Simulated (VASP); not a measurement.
# TaAs (I4_1md) in VASP: a series of runs

The runs below take TaAs through single point, with PBE.

Program: VASP 6.6.1. These are calculated values, not measurements. Logs are shortened: lines on timing, memory, paths and dates and some standing lists are left out, and cuts for length are marked.

## 1. The cell of the first run

It takes space group I4_1md (No. 109, tetragonal). The conventional cell has a = 3.462 Å, b = 3.462 Å, c = 11.747 Å, α = 90.00°, β = 90.00°, γ = 90.00°. Within 3.5 Å of Ta (site symmetry 2mm) lie 6 As at 2.62 to 2.63 Å and 8 Ta at 3.41 to 3.46 Å. Within 3.5 Å of As (site symmetry 2mm) lie 6 Ta at 2.62 to 2.63 Å and 8 As at 3.41 to 3.46 Å.

## 2. Single point, PBE

Input file INCAR:

```
PREC = Accurate ; ENCUT = 520
EDIFF = 1E-6 ; ISMEAR = -1
SIGMA = 0.02 ; LREAL = False
LASPH = True ; NELM = 60
ALGO = Normal ; ISIF = 2
LWAVE = False ; LCHARG = False
GGA = PE ; NBANDS = 24
```

Input file KPOINTS:

```
Automatic mesh
0
Gamma
  8 8 8
```

Input file POSCAR:

```
TaAs
1.0
   -1.7308657351      1.7308657351      5.8732723510
    1.7308657351     -1.7308657351      5.8732723510
    1.7308657351      1.7308657351     -5.8732723510
Ta As
2 2
Direct
    0.5001644894      1.0001644894      0.5000000000
    0.7501644894      0.7501644894      0.0000000000
    0.0824349306      0.5824349306      0.5000000000
    0.3324349306      0.3324349306      0.0000000000
```

Potentials or basis: VASP PAW PBE potentials, release 64 (Ta_pv, As).

Run with:

```sh
> cat potpaw_PBE.64/Ta_pv/POTCAR potpaw_PBE.64/As/POTCAR > POTCAR
> mpirun -np 1 vasp_std > vasp.out
```

OUTCAR:

```text
PREC = Accurate
   ENCUT = 520
   EDIFF = 1E-6
   ISMEAR = -1
   LREAL = False
   LASPH = True
   NELM = 60
   ISIF = 2
   GGA = PE

 ion  position               nearest neighbor table
   1  0.500  0.000  0.500-   4 2.62   4 2.62   3 2.63   3 2.63   3 2.63   3 2.63   2 3.41   2 3.41
                             2 3.41   2 3.41
   2  0.750  0.750  0.000-   3 2.62   3 2.62   4 2.63   4 2.63   4 2.63   4 2.63   1 3.41   1 3.41
                             1 3.41   1 3.41
   3  0.082  0.582  0.500-   2 2.62   2 2.62   1 2.63   1 2.63   1 2.63   1 2.63
   4  0.332  0.332  0.000-   1 2.62   1 2.62   2 2.63   2 2.63   2 2.63   2 2.63

  LATTYP: Found a body centered tetragonal cell.
 ALAT       =     3.4617314702
 C/A-ratio  =     3.3932570458

  Lattice vectors:

 A1 = (  -1.7308657351,   1.7308657351,   5.8732723510)
 A2 = (   1.7308657351,  -1.7308657351,   5.8732723510)
 A3 = (   1.7308657351,   1.7308657351,  -5.8732723510)

Analysis of symmetry for initial positions (statically):
=====================================================================
 Subroutine PRICEL returns:
 Original cell was already a primitive cell.

 Routine SETGRP: Setting up the symmetry group for a
 body centered tetragonal supercell.

 Subroutine GETGRP returns: Found  8 space group operations
 (whereof  4 operations were pure point group operations)
 out of a pool of 16 trial point group operations.

The static configuration has the point symmetry C_2v.
 The point group associated with its full space group is C_4v.

Analysis of symmetry for dynamics (positions and initial velocities):
=====================================================================
 Subroutine PRICEL returns:
 Original cell was already a primitive cell.

 Routine SETGRP: Setting up the symmetry group for a
 body centered tetragonal supercell.

 Subroutine GETGRP returns: Found  8 space group operations
 (whereof  4 operations were pure point group operations)
 out of a pool of 16 trial point group operations.

The dynamic configuration has the point symmetry C_2v.
 The point group associated with its full space group is C_4v.

 Subroutine INISYM returns: Found  8 space group operations
 (whereof  4 operations are pure point group operations),
 and found     1 'primitive' translations

----------------------------------------------------------------------------------------

                                     Primitive cell

  volume of cell :      70.3829

  direct lattice vectors                    reciprocal lattice vectors
    -1.730865735  1.730865735  5.873272351     0.000000000  0.288872782  0.085131417
     1.730865735 -1.730865735  5.873272351     0.288872782  0.000000000  0.085131417
     1.730865735  1.730865735 -5.873272351     0.288872782  0.288872782  0.000000000

  length of vectors
     6.362949041  6.362949041  6.362949041     0.301155844  0.301155844  0.408527806

  position of ions in fractional coordinates (direct lattice)
     0.500164489  0.000164489  0.500000000
     0.750164489  0.750164489  0.000000000
     0.082434931  0.582434931  0.500000000
     0.332434931  0.332434931  0.000000000

  ion indices of the primitive-cell ions
   primitive index   ion index
                 1           1
                 2           2
                 3           3
                 4           4

----------------------------------------------------------------------------------------

 KPOINTS: Automatic mesh

Automatic generation of k-mesh.
 Grid dimensions read from file:
 generate k-points for:    8    8    8

 Generating k-lattice:

  Cartesian coordinates                     Fractional coordinates (reciprocal lattice)
     0.000000000  0.036109098  0.010641427     0.125000000  0.000000000 -0.000000000
     0.036109098  0.000000000  0.010641427     0.000000000  0.125000000 -0.000000000
     0.036109098  0.036109098  0.000000000     0.000000000  0.000000000  0.125000000

  Length of vectors
     0.037644480  0.037644480  0.051065976

  Shift w.r.t. Gamma in fractional coordinates (k-lattice)
     0.000000000  0.000000000  0.000000000

 Subroutine IBZKPT returns following result:
 ===========================================

 Found     59 irreducible k-points:

 Following reciprocal coordinates:
            Coordinates               Weight
  0.000000  0.000000  0.000000      1.000000
  0.125000  0.000000 -0.000000      8.000000
  0.250000  0.000000 -0.000000      8.000000
  0.375000  0.000000 -0.000000      8.000000
  0.500000  0.000000 -0.000000      4.000000
  0.125000  0.125000 -0.000000      8.000000
[... 16 lines left out ...]
  0.250000  0.125000  0.125000     16.000000
  0.375000  0.125000  0.125000      8.000000
 [... further k-points ...]
   k-points           NKPTS =     59   k-points in BZ     NKDIM =     59   number of bands    NBANDS=     24
   number of dos      NEDOS =    301   number of ions     NIONS =      4
   total plane-waves  NPLWV = 110592
   dimension x,y,z NGX =    48 NGY =   48 NGZ =   48
   dimension x,y,z NGXF=    96 NGYF=   96 NGZF=   96
   ions per type =               2   2
   NGX,Y,Z   is equivalent  to a cutoff of  12.54, 12.54, 12.54 a.u.
   NGXF,Y,Z  is equivalent  to a cutoff of  25.08, 25.08, 25.08 a.u.
 SYSTEM =  unknown system
   PREC   = accura    normal or accurate (medium, high low for compatibility)
   ISTART =      0    job   : 0-new  1-cont  2-samecut
   ICHARG =      2    charge: 1-file 2-atom 10-const
   ISPIN  =      1    spin polarized calculation?
   LNONCOLLINEAR =      F non collinear calculations
   LSORBIT =      F    spin-orbit coupling
   LASPH  =      T    aspherical Exc in radial PAW
   ENCUT  =  520.0 eV  38.22 Ry    6.18 a.u.  11.83 11.83 11.83*2*pi/ulx,y,z
   NELM   =     60;   NELMIN=  2; NELMDL= -5     # of ELM steps
   EDIFF  = 0.1E-05   stopping-criterion for ELM
   LREAL  =      F    real-space projection
   EDIFFG = 0.1E-04   stopping-criterion for IOM
   NSW    =      0    number of steps for IOM
   IBRION =     -1    ionic relax: 0-MD 1-quasi-New 2-CG
   NFREE  =      0    steps in history (QN), initial steepest desc. (CG)
   ISIF   =      2    stress and relaxation
   ISYM   =      2    0-nonsym 1-usesym 2-fastsym
   POTIM  = 0.5000    time-step for ionic-motion
   TEBEG  =    0.0;   TEEND  =   0.0 temperature during run
   PSTRESS=    0.0 pullay stress
   NELECT =      32.0000    total number of electrons
   NUPDOWN=      -1.0000    fix difference up-down
   EMIN   =  10.00;   EMAX   =-10.00  energy-range for DOS
   EFERMI =   0.00;   METHOD = LEGACY
   ISMEAR =    -1;   SIGMA  =   0.02  broadening in eV -4-tet -1-fermi 0-gaus
   EFERMI_NEDOS =   21; number of points for ismear=-14 and -15
   IALGO  =     38    algorithm
   IMIX   =      4    mixing-type and parameters
     AMIX     =   0.40;   BMIX     =  1.00
     AMIX_MAG =   1.60;   BMIX_MAG =  1.00
  volume/ion in A,a.u.               =      17.60       118.74
  Fermi-wavevector in a.u.,A,eV,Ry     =   1.258836  2.378855 21.560722  1.584668
  Thomas-Fermi vector in A             =   2.392426
   LORBIT       =      0    0 simple, 1 ext, 2 COOP (PROOUT), +10 PAW based schemes
   GGA     = PE    functional components
   LHFCALC =     F    Hartree Fock is set to
   AEXX    =    0.0000 exact exchange contribution
   IVDW    =     0    specifies the selected vdW correction
   LEPSILON=     F    determine dielectric tensor
   LRPA    =     F    only Hartree local field effects (RPA)
 non-spin polarized calculation
  energy-cutoff  :      520.00
  volume of cell :       70.38
 maximum number of plane-waves:      1930
   NGX = 23   NGY = 23   NGZ = 23

 number of electron      32.0000002 magnetization

 Free energy of the ion-electron system (eV)
  ---------------------------------------------------
  ext. energy  EPLUGINS =         0.00000000
  ---------------------------------------------------
  free energy    TOTEN  =       -35.10229013 eV

  energy without entropy =      -35.10074080  energy(sigma->0) =      -35.10151546

 E-fermi :   6.8927     XC(G=0): -11.8540

 val. band max:        6.8676074586   @ k =  -0.2500   0.2500   0.2500
 cond. band min:       6.9154181496   @ k =  -0.2500   0.5000   0.2500
 fundamental gap:      0.0478106910
 Fermi energy:         6.8927352837

 k-point     1 :       0.0000    0.0000    0.0000
  band No.  band energies     occupation
      1     -28.1349      2.00000
      2     -28.1054      2.00000
      3     -28.1054      2.00000
      4     -27.9612      2.00000
      5     -27.9612      2.00000
      6     -27.9066      2.00000
[... 16 lines left out ...]
     23      10.8929      0.00000
     24      10.8934      0.00000

 k-point     2 :       0.1250    0.0000   -0.0000
  band No.  band energies     occupation
      1     -28.1377      2.00000
      2     -28.1166      2.00000
      3     -28.1034      2.00000
      4     -27.9823      2.00000
      5     -27.9587      2.00000
      6     -27.9092      2.00000
[... 16 lines left out ...]
     23      10.7364      0.00000
     24      11.5620      0.00000

 k-point     3 :       0.2500    0.0000   -0.0000
  band No.  band energies     occupation
      1     -28.1880      2.00000
      2     -28.1000      2.00000
      3     -28.0984      2.00000
      4     -28.0291      2.00000
      5     -27.9527      2.00000
      6     -27.9193      2.00000
[... 16 lines left out ...]
     23      11.3000      0.00000
     24      12.7637      0.00000
[... 514 lines left out ...]
 k-point    23 :       0.2500    0.1250    0.1250
  band No.  band energies     occupation
      1     -28.2305      2.00000
      2     -28.1710      2.00000
      3     -28.0807      2.00000
      4     -28.0407      2.00000
      5     -28.0064      2.00000
      6     -27.9357      2.00000
[... 16 lines left out ...]
     23      11.4344      0.00000
     24      12.3238      0.00000

 k-point    24 :       0.3750    0.1250    0.1250
  band No.  band energies     occupation
      1     -28.2522      2.00000
      2     -28.1683      2.00000
      3     -28.0965      2.00000
      4     -28.0326      2.00000
      5     -28.0007      2.00000
      6     -27.9446      2.00000
[... 16 lines left out ...]
     23      11.4693      0.00000
     24      11.9318      0.00000

 [... further k-points ...]

------------------------ aborting loop because EDIFF is reached ----------------------------------------

  FORCE on cell =-STRESS in cart. coord.  units (eV):
  Direction    XX          YY          ZZ          XY          YZ          ZX
  --------------------------------------------------------------------------------------
  -------------------------------------------------------------------------------------
  Total        0.2021674      0.2021674      0.1905351      0.0000000      0.0000000      0.0000000
  in kB        4.6020870      4.6020870      4.3372912      0.0000000      0.0000000      0.0000000
  external PRESSURE =       4.5138218 kB  Pullay stress =       0.0000000 kB

 VOLUME and BASIS-vectors are now :
 -----------------------------------------------------------------------------
  energy-cutoff  :      520.00
  volume of cell :       70.38
      direct lattice vectors                 reciprocal lattice vectors
    -1.730865735  1.730865735  5.873272351     0.000000000  0.288872782  0.085131417
     1.730865735 -1.730865735  5.873272351     0.288872782  0.000000000  0.085131417
     1.730865735  1.730865735 -5.873272351     0.288872782  0.288872782  0.000000000

 POSITION                                       TOTAL-FORCE (eV/Angst)
 -----------------------------------------------------------------------------------
      0.00000      1.73087      0.00193         0.000000      0.000000     -0.000604
      0.00000      0.00000      8.81184        -0.000000     -0.000000     -0.000604
      1.73087     -0.00000      0.96833        -0.000000     -0.000000      0.000604
      0.00000      0.00000      3.90496        -0.000000     -0.000000      0.000604
 -----------------------------------------------------------------------------------
    total drift:                                0.000000      0.000000     -0.000029

  FREE ENERGIE OF THE ION-ELECTRON SYSTEM (eV)
  ---------------------------------------------------
  free  energy   TOTEN  =       -35.1022901311 eV

  energy  without entropy=      -35.1007407956  energy(sigma->0) =      -35.10151546
```

Run time: 97 s. Hardware: 1 thread of Intel Xeon 6975P-C (Granite Rapids), shared host; peak memory 0.37 GiB.

Results:

```yaml
Free_energy: -35.1023 eV
Pressure: 0.5 GPa
Band_gap_on_the_k_mesh: zero (bands 16 and 17 overlap by 0.05 eV)
```

Caveat: spin-orbit coupling is left out, which moves the levels of the heavy elements.

## 3. Single point, PBE (18.12 Å³/atom)

This run uses another cell than the first one, of 18.12 Å³/atom.

Input file INCAR:

```
PREC = Accurate
ENCUT = 520
EDIFF = 1E-6
ISMEAR = -1
SIGMA = 0.02
LREAL = F
LASPH = T
NELM = 100
ALGO = Normal
ISIF = 2
LWAVE = F
LCHARG = T
GGA = PE
LELF = T
LVHAR = T
NBANDS = 24
```

KPOINTS is that of step 2.

Input file POSCAR:

```
TaAs
1.0
   -1.7480041342      1.7480041342      5.9314273445
    1.7480041342     -1.7480041342      5.9314273445
    1.7480041342      1.7480041342     -5.9314273445
Ta As
2 2
Direct
    0.5001644894      1.0001644894      0.5000000000
    0.7501644894      0.7501644894      0.0000000000
    0.0824349306      0.5824349306      0.5000000000
    0.3324349306      0.3324349306      0.0000000000
```

Potentials or basis: VASP PAW PBE potentials, release 64 (Ta_pv, As).

Run with:

```sh
> cat potpaw_PBE.64/Ta_pv/POTCAR potpaw_PBE.64/As/POTCAR > POTCAR
> mpirun -np 1 vasp_std > vasp.out
```

Wall time 1.7 min (1 thread of Intel Xeon 6975P-C (Granite Rapids), shared host); peak memory 0.38 GiB.

It converged, with:

- Free energy: -35.0749 eV
- Pressure: -4.5 GPa
- Largest force: 0.015 eV/Å
- Band gap on the k mesh: zero (bands 16 and 17 overlap by 0.05 eV)

Forces in eV/Å, atoms in the order of the input:
```
Ta   0.000  0.000 -0.015
Ta   0.000  0.000 -0.015
As   0.000  0.000  0.015
As   0.000  0.000  0.015
```

Stress tensor (GPa, compression positive):
```
-4.75  0.00  0.00
 0.00 -4.75  0.00
 0.00  0.00 -4.08
```

Levels at points of the mesh, in eV from the Fermi level:
```csv
k point,band 14,band 15,band 16,band 17,band 18,band 19
"(0.00, 0.00, 0.00)",-1.86,-1.63,-1.63,0.81,1.45,2.20
"(0.50, 0.00, 0.00)",-2.27,-1.50,-0.29,0.10,1.28,2.10
"(0.50, 0.50, 0.00)",-3.13,-1.13,-1.13,2.59,2.59,2.86
"(0.50, 0.50, 0.50)",-2.67,-0.99,-0.99,1.11,1.11,2.15
```

Caveat: the cell stands under tension; spin-orbit coupling is left out, which moves the levels of the heavy elements.
